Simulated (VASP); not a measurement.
# GaN (P6_3mc) in VASP: a series of runs, part 2 of 2

VASP 6.6.1.

## Step 4: Single point, r2SCAN (film at in-plane strain -0.005)

Input file POSCAR:

```
GaN
1.0
    3.1671870454      0.0000000000      0.0000000000
   -1.5835935227      2.7428644398      0.0000000000
    0.0000000000      0.0000000000      5.1952101198
Ga N
2 2
Direct
    0.3333333333      0.6666666667     -0.0002840375
    0.6666666667      0.3333333333      0.4997159625
    0.3333333333      0.6666666667      0.3752840375
    0.6666666667      0.3333333333      0.8752840375
```

Input file INCAR.step1:

```
SYSTEM = GaN
  ALGO = Normal
  EDIFF = 1E-4
  ENCUT = 520
  GGA = PE
  ISMEAR = 0
  LASPH = .TRUE.
  LCHARG = .FALSE.
  LREAL = .FALSE.
  LWAVE = .TRUE.
  NBANDS = 26
  NELM = 100
  PREC = Accurate
  SIGMA = 0.01
```

Input file INCAR.step2:

```
SYSTEM = GaN
  ALGO = Normal
  EDIFF = 1E-7
  ENCUT = 520
  ISIF = 2
  ISMEAR = 0
  ISTART = 1
  LASPH = .TRUE.
  LCHARG = .FALSE.
  LMIXTAU = .TRUE.
  LREAL = .FALSE.
  LWAVE = .FALSE.
  METAGGA = R2SCAN
  NBANDS = 26
  NELM = 100
  PREC = Accurate
  SIGMA = 0.01
```

Input file KPOINTS:

```
k-points
0
G
  8 8 4
  0 0 0
```

Launch:

```
> cat potpaw_PBE.64/Ga_d/POTCAR potpaw_PBE.64/N/POTCAR > POTCAR
> cp INCAR.step1 INCAR
> mpirun -np 1 vasp_std > vasp.out
> cp INCAR.step2 INCAR
> mpirun -np 1 vasp_std > vasp.out
```

Wall time 3.3 min (1 thread of Intel Xeon Platinum 8175M at 2.50GHz (Skylake/Cascade Lake), shared host); peak memory 0.18 GiB.

The run converged. Its results:

```yaml
Free_energy: -43.8144 eV
Pressure: 2.7 GPa
Largest_force: 0.011 eV/Å
Band_gap_on_the_k_mesh: 2.37 eV, direct
```

Forces on the atoms (eV/Å):
```
Ga   0.000  0.000  0.011
Ga   0.000  0.000  0.011
N    0.000  0.000 -0.011
N    0.000  0.000 -0.011
```

Stress tensor (GPa, compression positive):
```
3.48 0.00 0.00
0.00 3.48 0.00
0.00 0.00 1.09
```

Levels at points of the mesh, in eV from the valence-band top:
```csv
k point,band 15,band 16,band 17,band 18,band 19,band 20,band 21,band 22
"(0.00, 0.00, 0.00)",-1.06,-0.08,0.00,0.00,2.37,4.93,9.94,10.69
"(0.50, 0.00, 0.00)",-4.36,-2.84,-2.29,-1.05,5.64,6.15,6.50,9.38
"(0.00, 0.00, 0.50)",-0.54,-0.54,-0.54,-0.54,4.83,4.83,9.18,9.18
"(0.50, 0.00, 0.50)",-2.02,-2.02,-2.02,-2.02,4.88,4.88,8.45,8.45
```

Caveat: the cell differs from its parent crystal (film at in-plane strain -0.005); the PAW data sets were made with another functional, which shifts forces and pressure a little.

## Step 5: Single point, r2SCAN

This run uses another cell than the first one, of 11.37 Å³/atom, 1.008 times its volume.

Input file POSCAR:

```
GaN
1.0
    3.1831025582      0.0000000000      0.0000000000
   -1.5915512791      2.7566476782      0.0000000000
    0.0000000000      0.0000000000      5.1835786677
Ga N
2 2
Direct
    0.3333333333      0.6666666667     -0.0008903618
    0.6666666667      0.3333333333      0.4991096382
    0.3333333333      0.6666666667      0.3758903618
    0.6666666667      0.3333333333      0.8758903618
```

Input file INCAR.step1:

```
SYSTEM = GaN
PREC = Accurate ; ENCUT = 520
ISMEAR = 0 ; SIGMA = 0.01
LREAL = .False. ; LASPH = .True.
NELM = 80 ; NBANDS = 26
GGA = PE ; ALGO = Normal
EDIFF = 1E-4 ; LWAVE = .True.
LCHARG = .False.
```

Input file INCAR.step2:

```
SYSTEM = GaN
PREC = Accurate ; ENCUT = 520
EDIFF = 1E-6 ; ISMEAR = 0
SIGMA = 0.01 ; LREAL = .False.
LASPH = .True. ; NELM = 80
ALGO = Normal ; ISIF = 2
LWAVE = .False. ; LCHARG = .False.
METAGGA = R2SCAN ; LMIXTAU = .True.
NBANDS = 26 ; ISTART = 1
```

Input file KPOINTS:

```
regular mesh
0
Gamma
  8 8 4
  0 0 0
```

Potentials or basis: VASP PAW PBE potentials, release 64 (Ga_d, N).

Launch:

```
> cat potpaw_PBE.64/Ga_d/POTCAR potpaw_PBE.64/N/POTCAR > POTCAR
> cp INCAR.step1 INCAR
> mpirun -np 1 vasp_std > vasp.out
> cp INCAR.step2 INCAR
> mpirun -np 1 vasp_std > vasp.out
```

OUTCAR:

```text
SYSTEM = GaN
   PREC = Accurate
   ENCUT = 520
   EDIFF = 1E-6
   ISMEAR = 0
   LREAL = .False.
   LASPH = .True.
   NELM = 80
   ISIF = 2
   METAGGA = R2SCAN
   ISTART = 1

 ion  position               nearest neighbor table
   1  0.333  0.667  0.999-   4 1.95   4 1.95   4 1.95   3 1.95
   2  0.667  0.333  0.499-   3 1.95   3 1.95   3 1.95   4 1.95
   3  0.333  0.667  0.376-   2 1.95   2 1.95   2 1.95   1 1.95
   4  0.667  0.333  0.876-   1 1.95   1 1.95   1 1.95   2 1.95

  LATTYP: Found a hexagonal cell.
 ALAT       =     3.1831025582
 C/A-ratio  =     1.6284673751

[... 889 lines left out ...]

 [... further k-points ...]
[... 5 lines left out ...]
  --------------------------------------------------------------------------------------
  -------------------------------------------------------------------------------------
  Total        0.3179021      0.3179021      0.2778905      0.0000000      0.0000000      0.0000000
  in kB       11.1980503     11.1980503      9.7886467      0.0000000      0.0000000      0.0000000
  external PRESSURE =      10.7282491 kB  Pullay stress =       0.0000000 kB

 VOLUME and BASIS-vectors are now :
 -----------------------------------------------------------------------------
  energy-cutoff  :      520.00
  volume of cell :       45.48
      direct lattice vectors                 reciprocal lattice vectors
     3.183102558  0.000000000  0.000000000     0.314158901  0.181379726  0.000000000
    -1.591551279  2.756647678  0.000000000     0.000000000  0.362759452  0.000000000
     0.000000000  0.000000000  5.183578668     0.000000000  0.000000000  0.192916914

 POSITION                                       TOTAL-FORCE (eV/Angst)
 -----------------------------------------------------------------------------------
     -0.00000      1.83777      5.17896        -0.000000      0.000000      0.005497
      1.59155      0.91888      2.58717         0.000000      0.000000      0.005497
     -0.00000      1.83777      1.94846         0.000000      0.000000     -0.005497
      1.59155      0.91888      4.54025         0.000000     -0.000000     -0.005497
 -----------------------------------------------------------------------------------
    total drift:                                0.000002      0.000004      0.034456

  FREE ENERGIE OF THE ION-ELECTRON SYSTEM (eV)
  ---------------------------------------------------
  free  energy   TOTEN  =       -43.8204431839 eV

  energy  without entropy=      -43.8204431839  energy(sigma->0) =      -43.82044318
```

It took 3.3 min on 1 thread of Intel Xeon Platinum 8175M at 2.50GHz (Skylake/Cascade Lake), shared host; peak memory 0.18 GiB.

What came out:

* Free energy: -43.8204 eV
* Pressure: 1.1 GPa
* Largest force: 0.005 eV/Å
* Band gap on the k mesh: 2.34 eV, direct

Forces in eV/Å, atoms in the order of the input:
```
Ga   0.000  0.000  0.005
Ga   0.000  0.000  0.005
N    0.000  0.000 -0.005
N    0.000  0.000 -0.005
```

Caveat: the PAW data sets were made with another functional, which shifts forces and pressure a little.

## Step 6: Single point, r2SCAN (in-plane strain +0.005, then relaxed in part)

Input file POSCAR:

```
GaN
1.0
    3.1990180710      0.0000000000      0.0000000000
   -1.5995090355      2.7704309166      0.0000000000
    0.0000000000      0.0000000000      5.1717327709
Ga N
2 2
Direct
    0.3333333333      0.6666666667     -0.0014780244
    0.6666666667      0.3333333333      0.4985219756
    0.3333333333      0.6666666667      0.3764780244
    0.6666666667      0.3333333333      0.8764780244
```

Input file INCAR.step1:

```
SYSTEM = GaN
PREC = Accurate ; ENCUT = 520
ISMEAR = 0 ; SIGMA = 0.01
LREAL = .FALSE. ; LASPH = .TRUE.
NELM = 60 ; NBANDS = 26
GGA = PE ; ALGO = Normal
EDIFF = 1E-4 ; LWAVE = .TRUE.
LCHARG = .FALSE.
```

Input file INCAR.step2:

```
SYSTEM = GaN
PREC = Accurate ; ENCUT = 520
EDIFF = 1E-6 ; ISMEAR = 0
SIGMA = 0.01 ; LREAL = .FALSE.
LASPH = .TRUE. ; NELM = 60
ALGO = Normal ; ISIF = 2
LWAVE = .FALSE. ; LCHARG = .FALSE.
METAGGA = R2SCAN ; LMIXTAU = .TRUE.
NBANDS = 26 ; ISTART = 1
```

Input file KPOINTS:

```
regular mesh
0
G
  8 8 4
  0 0 0
```

Potentials or basis: VASP PAW PBE potentials, release 64 (Ga_d, N).

Launch:

```
> cat potpaw_PBE.64/Ga_d/POTCAR potpaw_PBE.64/N/POTCAR > POTCAR
> cp INCAR.step1 INCAR
> mpirun -np 1 vasp_std > vasp.out
> cp INCAR.step2 INCAR
> mpirun -np 1 vasp_std > vasp.out
```

It took 2.3 min on 1 thread of Intel Xeon Platinum 8175M at 2.50GHz (Skylake/Cascade Lake), shared host; peak memory 0.18 GiB.

The run converged. Its results:

```yaml
Free_energy: -43.8201 eV
Pressure: -0.5 GPa
Band_gap_on_the_k_mesh: 2.31 eV, direct
```

Stress tensor (GPa, compression positive):
```
-1.14  0.00  0.00
 0.00 -1.14  0.00
 0.00  0.00  0.91
```

Levels at points of the mesh, in eV from the valence-band top:
| k point | band 16 | band 17 | band 18 | band 19 | band 20 | band 21 |
| --- | --- | --- | --- | --- | --- | --- |
| (0.00, 0.00, 0.00) | -0.01 | -0.01 | 0.00 | 2.31 | 4.69 | 9.98 |
| (0.50, 0.00, 0.00) | -2.84 | -2.20 | -1.02 | 5.51 | 6.09 | 6.59 |
| (0.00, 0.00, 0.50) | -0.56 | -0.56 | -0.56 | 4.70 | 4.70 | 9.17 |
| (0.50, 0.00, 0.50) | -2.00 | -1.89 | -1.89 | 4.89 | 4.89 | 8.38 |

Caveat: the cell differs from its parent crystal (in-plane strain +0.005, then relaxed in part); the PAW data sets were made with another functional, which shifts forces and pressure a little.

## Step 7: Summary

```tsv
cell	gap on the mesh (eV)	pressure (GPa)	largest force (eV/Å)
a = 3.167, b = 3.167, c = 5.195 Å, angles 90.0, 90.0, 120.0°, 4 atoms	2.37	2.7	0.01
a = 3.167, b = 3.167, c = 5.199 Å, angles 90.0, 90.0, 120.0°, 4 atoms	2.37	2.5	0.09
a = 3.183, b = 3.183, c = 5.184 Å, angles 90.0, 90.0, 120.0°, 4 atoms	2.34	1.1	0.01
a = 3.199, b = 3.199, c = 5.172 Å, angles 90.0, 90.0, 120.0°, 4 atoms	2.31	-0.5	-
```

Alike in all rows: task single point; level r2SCAN; potentials or basis VASP PAW PBE potentials, release 64 (Ga_d, N); no spin polarisation; k mesh 8 × 8 × 4; cutoff (eV) 520; smearing gaussian 0.01 eV.

Caveats: the PAW data sets were made with another functional, which shifts forces and pressure a little.

Total energies depend on the potentials used, so only differences within one code and one set of settings carry meaning.

## Step 8: How close it comes

Step 5. Measured gap of GaN: 3.503 eV (direct; quoted in “Studying electronic properties in GaN without electrical contacts using γ-γ vs e−-γ Perturbed Angular Correlations”, 2019, pmc:6823545). This calculation gives 2.34 eV (-1.16 eV). Spin-orbit coupling on Ga is left out. The value is that of r2SCAN, without temperature or zero-point motion.
